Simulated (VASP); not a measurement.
Crystal: LiNbO3.

```xyz
10
Lattice="2.6347 1.5212 4.6344 -2.6347 1.5212 4.6344 0.0000 -3.0423 4.6344" Properties=species:S:1:pos:R:3 pbc="T T T"
Li    0.0000    0.0000    3.4758
Li    0.0000    0.0000   10.4273
Nb    0.0000    0.0000    6.9515
Nb    0.0000    0.0000    0.0000
O    -0.6343   -1.5212    5.7930
O    -1.0002    1.3099    5.7930
O     0.6343    1.5212    8.1101
O    -1.6345   -0.2113    8.1101
O     1.0002   -1.3099    8.1101
O     1.6345    0.2113    5.7930
```

* Program: VASP 6.6.1
* Task: relaxation of cell and atoms
* Functional: PBE
* Potentials or basis: VASP PAW PBE potentials, release 64 (Li_sv, Nb_sv, O)
* Cutoff: 600 eV
* k mesh: 6 × 6 × 6
* Occupations: gaussian, width 0.02 eV
* Spin: no spin polarisation

At the start: pressure -5.7 GPa; volume 11.14 Å³/atom.

Where does the relaxation end?

Over 7 steps the energy falls by 6.0 meV/atom and the volume is 10.83 Å³/atom (-2.8 %); space group R-3c (No. 167, to 0.1 Å) before and after.

The path:
| step | energy change (eV) | largest force (eV/Å) | pressure (GPa) | volume (Å³) |
| --- | --- | --- | --- | --- |
| 1 | 0.0000 | 0.2271 | -5.73 | 111.44 |
| 2 | 0.0137 | 0.2910 | 7.03 | 105.14 |
| 3 | -0.0602 | 0.0078 | -0.06 | 108.38 |
| 4 | -0.0602 | 0.0128 | 0.06 | 108.32 |
| 5 | -0.0602 | 0.0041 | -0.08 | 108.38 |
| 6 | -0.0602 | 0.0052 | -0.07 | 108.37 |
| 7 | -0.0603 | 0.0025 | -0.04 | 108.34 |

Final structure:
```
Li Nb O
1.0
     2.60970    1.50671    4.59220
    -2.60970    1.50671    4.59220
     0.00000   -3.01343    4.59220
Li Nb O
2 2 6
Direct
  0.25000 0.25000 0.25000
  0.75000 0.75000 0.75000
  0.50000 0.50000 0.50000
  0.00000 0.00000 0.00000
  0.13043 0.36957 0.75000
  0.36957 0.75000 0.13043
  0.86957 0.63043 0.25000
  0.25000 0.86957 0.63043
  0.63043 0.25000 0.86957
  0.75000 0.13043 0.36957
```

Caveat: the cutoff is under 1.25 times the usual one of these potentials, so pressure, stress and relaxed cells hold a basis-set (Pulay) error.
